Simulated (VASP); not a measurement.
# P (Pm-3m) in VASP: further runs, part 2 of 2

VASP 6.6.1.

## Step 3: Relaxation of cell and atoms, PBE, target pressure 15 GPa, at which the enthalpy is minimised

This run uses another cell than the first one, of 13.65 Å³/atom, 1.038 times its volume.

INCAR reads:

```
PREC     = Accurate       # precision mode
ENCUT    = 600            # plane-wave cutoff, eV
EDIFF    = 1E-6           # SCF threshold, eV
ISMEAR   = -1             # smearing method
SIGMA    = 0.05           # smearing width, eV
LREAL    = False          # projectors in reciprocal space
LASPH    = True           # aspherical terms in the spheres
NELM     = 60             # most SCF steps
ALGO     = Normal         # electronic algorithm
ISIF     = 3              # what is computed and relaxed
LWAVE    = False          # write WAVECAR
LCHARG   = False          # write CHGCAR
GGA      = PE             # functional
IBRION   = 2              # ionic algorithm
NSW      = 60             # ionic steps
EDIFFG   = -0.005         # ionic threshold
PSTRESS  = 150.0
```

KPOINTS reads:

```
regular mesh
0
Gamma
  16 16 16
```

POSCAR reads:

```
P
1.0
    2.3899064404      0.0000000000      0.0000000000
    0.0000000000      2.3899064404      0.0000000000
    0.0000000000      0.0000000000      2.3899064404
P
1
Direct
    0.0000000000      0.0000000000      0.0000000000
```

Potentials or basis: VASP PAW PBE potentials, release 64 (P).

The run is started by

```sh
cat potpaw_PBE.64/P/POTCAR > POTCAR
mpirun -np 1 vasp_std > vasp.out
```

OUTCAR:

```text
PREC = Accurate
   ENCUT = 600
   EDIFF = 1E-6
   ISMEAR = -1
   LREAL = False
   LASPH = True
   NELM = 60
   ISIF = 3
   GGA = PE
   IBRION = 2
   NSW = 60
   EDIFFG = -0.005
   PSTRESS = 150.0

 ion  position               nearest neighbor table
   1  0.000  0.000  0.000-

  LATTYP: Found a simple cubic cell.
 ALAT       =     2.3899064404

  Lattice vectors:

 A1 = (   2.3899064404,   0.0000000000,   0.0000000000)
 A2 = (   0.0000000000,   2.3899064404,   0.0000000000)
 A3 = (   0.0000000000,   0.0000000000,   2.3899064404)

Analysis of symmetry for initial positions (statically):
=====================================================================
 Subroutine PRICEL returns:
 Original cell was already a primitive cell.

 Routine SETGRP: Setting up the symmetry group for a
 simple cubic supercell.

 Subroutine GETGRP returns: Found 48 space group operations
 (whereof 48 operations were pure point group operations)
 out of a pool of 48 trial point group operations.

The static configuration has the point symmetry O_h .

Analysis of symmetry for dynamics (positions and initial velocities):
=====================================================================
 Subroutine PRICEL returns:
 Original cell was already a primitive cell.

 Routine SETGRP: Setting up the symmetry group for a
 simple cubic supercell.

 Subroutine GETGRP returns: Found 48 space group operations
 (whereof 48 operations were pure point group operations)
 out of a pool of 48 trial point group operations.

The dynamic configuration has the point symmetry O_h .

 Subroutine INISYM returns: Found 48 space group operations
 (whereof 48 operations are pure point group operations),
 and found     1 'primitive' translations

----------------------------------------------------------------------------------------
[... 113 lines left out ...]
  Fermi-wavevector in a.u.,A,eV,Ry     =   1.171343  2.213517 18.667784  1.372043
  Thomas-Fermi vector in A             =   2.307788
   LORBIT       =      0    0 simple, 1 ext, 2 COOP (PROOUT), +10 PAW based schemes
   GGA     = PE    functional components
   LHFCALC =     F    Hartree Fock is set to
   AEXX    =    0.0000 exact exchange contribution
   IVDW    =     0    specifies the selected vdW correction
   LEPSILON=     F    determine dielectric tensor
   LRPA    =     F    only Hartree local field effects (RPA)
 conjugate gradient relaxation of ions
 non-spin polarized calculation
  energy-cutoff  :      600.00
  volume of cell :       13.65
 maximum number of plane-waves:       480
 NGX is ok and might be reduce to    20
   NGX =  9   NGY =  9   NGZ =  9

--------------------------------------- Ionic step        1  -------------------------------------------

 number of electron       5.0000000 magnetization

 Free energy of the ion-electron system (eV)
  ---------------------------------------------------
  ext. energy  EPLUGINS =         0.00000000
  ---------------------------------------------------
  free energy    TOTEN  =        -5.25587830 eV

  energy without entropy =       -5.25449856  energy(sigma->0) =       -5.25518843

------------------------ aborting loop because EDIFF is reached ----------------------------------------

  FORCE on cell =-STRESS in cart. coord.  units (eV):
  Direction    XX          YY          ZZ          XY          YZ          ZX
  --------------------------------------------------------------------------------------
  -------------------------------------------------------------------------------------
  Total        0.7231565      0.7231565      0.7231565     -0.0000000      0.0000000      0.0000000
  in kB       84.8789869     84.8789869     84.8789869     -0.0000000      0.0000000      0.0000000
  external PRESSURE =     -65.1210131 kB  Pullay stress =     150.0000000 kB
[... 61 lines left out ...]
--------------------------------------- Ionic step        3  -------------------------------------------

 number of electron       4.9999999 magnetization

 Free energy of the ion-electron system (eV)
  ---------------------------------------------------
  ext. energy  EPLUGINS =         0.00000000
  ---------------------------------------------------
  free energy    TOTEN  =        -5.21754387 eV

  energy without entropy =       -5.21649794  energy(sigma->0) =       -5.21702090

 E-fermi :  11.3859     XC(G=0): -11.7435

 val. band max:       11.3098433834   @ k =   0.2500   0.1875   0.1875
 cond. band min:      11.5158108469   @ k =   0.5000   0.5000   0.0000
 fundamental gap:      0.2059674635
 Fermi energy:        11.3859144900

 k-point     1 :       0.0000    0.0000    0.0000
  band No.  band energies     occupation
      1      -6.4179      2.00000
      2      16.8063      0.00000
      3      16.8063      0.00000
      4      16.8063      0.00000
      5      17.8406      0.00000
      6      17.8406      0.00000
[... 199 lines left out ...]
 k-point    24 :       0.5000    0.1250    0.0000
  band No.  band energies     occupation
      1      -1.1504      2.00000
      2       1.9399      2.00000
      3      16.0691      0.00000
      4      20.3855      0.00000
      5      21.8524      0.00000
      6      23.9026      0.00000

 [... further k-points ...]
[... 5 lines left out ...]
  --------------------------------------------------------------------------------------
  -------------------------------------------------------------------------------------
  Total        1.2235725      1.2235725      1.2235725     -0.0000000     -0.0000000     -0.0000000
  in kB      149.4344948    149.4344948    149.4344948     -0.0000000     -0.0000000     -0.0000000
  external PRESSURE =      -0.5655052 kB  Pullay stress =     150.0000000 kB
[... 20 lines left out ...]
  energy  without entropy=       -5.2164979367  energy(sigma->0) =       -5.21702090

  enthalpy is  TOTEN    =        -3.9893409845 eV   P V=        1.2282028834

 reached required accuracy - stopping structural energy minimisation
```

OSZICAR:

```text
N       E                     dE             d eps       ncg     rms          rms(c)
DAV:   1     0.319639043511E+01    0.31964E+01   -0.24591E+03  2064   0.696E+02
[... 19 lines left out ...]
       N       E                     dE             d eps       ncg     rms          rms(c)
DAV:   1    -0.522623082769E+01   -0.71851E-01   -0.33824E-01  2214   0.397E+00    0.796E-01
DAV:   2    -0.522037441019E+01    0.58564E-02   -0.42365E-03  2154   0.622E-01    0.440E-01
DAV:   3    -0.521756187798E+01    0.28125E-02   -0.51823E-03  2244   0.488E-01    0.123E-01
DAV:   4    -0.521755785701E+01    0.40210E-05   -0.15639E-05  2586   0.448E-02    0.100E-01
DAV:   5    -0.521754354490E+01    0.14312E-04   -0.29464E-06  2280   0.172E-02    0.133E-02
DAV:   6    -0.521754386793E+01   -0.32303E-06   -0.44468E-08  1224   0.245E-03
   3 F= -.39893410E+01 E0= -.39888180E+01  d E =-.114407E-01
```

Run time: 13 s. Hardware: 1 thread of Intel Xeon Platinum 8488C (Sapphire Rapids), shared host; peak memory 0.12 GiB.

Results:

| Item | Value |
| --- | --- |
| Free energy | -5.2175 eV |
| Relaxed volume | 13.12 Å³/atom |
| Relaxed cell | a = 2.358 Å, b = 2.358 Å, c = 2.358 Å, α = 90.00°, β = 90.00°, γ = 90.00° |
| Space group after relaxing (to 0.05 Å) | Pm-3m (No. 221) |
| Energy change on relaxing (the enthalpy is what falls) | +38.3 meV/atom |
| Ionic steps | 3 |
| Pressure after relaxing | 14.9 GPa |

Step by step:
```csv
step,energy change (eV),largest force (eV/Å),pressure (GPa),volume (Å³)
1,0.0000,0.0000,8.49,13.65
2,0.1015,0.0000,23.07,12.58
3,0.0383,0.0000,14.94,13.12
```

Final structure:
```
P
1.0
     2.35847    0.00000    0.00000
     0.00000    2.35847    0.00000
     0.00000    0.00000    2.35847
P
1
Direct
  0.00000 0.00000 0.00000
```

Levels at points of the mesh, in eV from the Fermi level:
| k point | band 1 | band 2 | band 3 | band 4 | band 5 | band 6 |
| --- | --- | --- | --- | --- | --- | --- |
| (0.00, 0.00, 0.00) | -17.80 | 5.42 | 5.42 | 5.42 | 6.45 | 6.45 |
| (0.50, 0.00, 0.00) | -12.92 | -9.80 | 8.71 | 8.71 | 9.25 | 14.61 |
| (0.50, 0.50, 0.00) | -7.56 | -5.99 | -5.99 | 0.13 | 11.80 | 17.40 |
| (0.50, 0.50, 0.50) | -2.49 | -2.49 | -2.49 | -0.57 | 4.12 | 4.12 |

Caveat: the cell is relaxed towards a set pressure, so the enthalpy falls and the energy may rise.
